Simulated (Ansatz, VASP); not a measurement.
## C: VASP beside Ansatz

```
C
1.0
     4.15642    0.00000    0.00000
    -2.07821    3.59957    0.00000
     0.00000    0.00000    4.98666
C
12
Direct
  0.08397 0.71853 0.95234
  0.28147 0.36544 0.61901
  0.63456 0.91603 0.28568
  0.91603 0.28147 0.45234
  0.71853 0.63456 0.11901
  0.36544 0.08397 0.78568
  0.08397 0.36544 0.88099
  0.63456 0.71853 0.54766
  0.28147 0.91603 0.21432
  0.91603 0.63456 0.38099
  0.36544 0.28147 0.04766
  0.71853 0.08397 0.71432
```

Alike in both runs: functional PBE; k mesh 6 × 6 × 4; occupations gaussian, width 0.1 eV; no spin polarisation.

Ansatz relaxed the structure, and its values are those at the end. VASP's run is a single point on that final structure, the one shown.

```csv
,VASP,Ansatz
version,VASP 6.6.1,Ansatz 0.2.0
potentials or method,"VASP PAW PBE potentials, release 64 (C), cutoff 520 eV","scalar-relativistic, plane waves, PAW"
valence electrons in the cell,48,48
```

|  | VASP | Ansatz | Ansatz less VASP |
| --- | --- | --- | --- |
| gap on the k mesh at the Fermi level (eV) | 2.11 | 2.11 | +0.008 |
| least direct gap on the mesh (eV) | 2.11 | 2.11 | +0.008 |
| pressure (GPa) | 0.8 | 0.2 | -0.58 |
| rms of the force components (eV/Å) | 0.021 | 0.003 | -0.0173 |

With one functional, cell and mesh, what is left measures potentials, basis and numerics.
